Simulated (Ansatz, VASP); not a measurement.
SnSe in VASP and in Ansatz

The input INCAR:

```
PREC     = Accurate       # precision mode
ENCUT    = 500            # plane-wave cutoff, eV
EDIFF    = 1E-6           # SCF threshold, eV
ISMEAR   = 0              # smearing method
SIGMA    = 0.05           # smearing width, eV
LREAL    = False          # projectors in reciprocal space
LASPH    = True           # aspherical terms in the spheres
NELM     = 120            # most SCF steps
ALGO     = Normal         # electronic algorithm
ISIF     = 2              # what is computed and relaxed
LWAVE    = False          # write WAVECAR
LCHARG   = False          # write CHGCAR
GGA      = CA             # functional
NBANDS   = 28             # bands
GGA_COMPAT= False
```

KPOINTS

```
Automatic mesh
0
Gamma
  6 6 4
```

The input POSCAR:

```
SnSe
1.0
    4.4517676215      0.0000000000      0.0000000000
    0.0000000000      3.9280302543      0.0000000000
    0.0000000000      0.0000000000     10.9796229414
Sn Se
2 2
Direct
    0.5000000000      0.0000000000      0.3781633338
    0.0000000000      0.5000000000      0.6218366662
    0.5000000000      0.0000000000      0.6217782129
    0.0000000000      0.5000000000      0.3782217871
```

Input for Ansatz:

```yaml
crystal:
  lattice:
    - [4.4517676215, 0.0, 0.0]
    - [0.0, 3.9280302543, 0.0]
    - [0.0, 0.0, 10.9796229414]
  atoms:
    - { symbol: Sn, position: [0.5, 0.0, 0.3781633338] }
    - { symbol: Sn, position: [0.0, 0.5, 0.6218366662] }
    - { symbol: Se, position: [0.5, 0.0, 0.6217782129] }
    - { symbol: Se, position: [0.0, 0.5, 0.3782217871] }
basis:
  ecutwfc: 420
kpoints:
  mp_grid: { grid: [6, 6, 4] }
hamiltonian:
  xc: lda
scf:
  occupations: { method: gaussian, width: 0.05 }
output:
  forces: true
  stress: true
  eigenvalues: true
```

Change from the starting cell: strain +0.0625 x Voigt [1, -1, 0, 0, 0, 0], atoms carried along.

Alike in both runs: task single point; functional LDA; k mesh 6 × 6 × 4; occupations gaussian, width 0.05 eV; no spin polarisation.

```csv
,VASP,Ansatz
version,VASP 6.6.1,Ansatz 0.2.0
potentials or method,"VASP PAW LDA potentials, release 64 (Sn_d, Se), cutoff 500 eV","scalar-relativistic, plane waves, PAW"
valence electrons in the cell,40,60
```

```csv
,VASP,Ansatz,Ansatz less VASP
gap on the k mesh at the Fermi level (eV),0.63,0.63,0.000
least direct gap on the mesh (eV),1.39,1.41,+0.012
rms of the force components (eV/Å),0.013,0.025,+0.0128
```

LDA's correlation is that of Perdew and Zunger in VASP and of Perdew and Wang (1992) in Ansatz. Atom by atom the forces differ by 0.013 eV/Å (rms over components). VASP's potentials hold 40 valence electrons a cell and Ansatz's 60, so a difference there can come from the potentials and not from the codes.
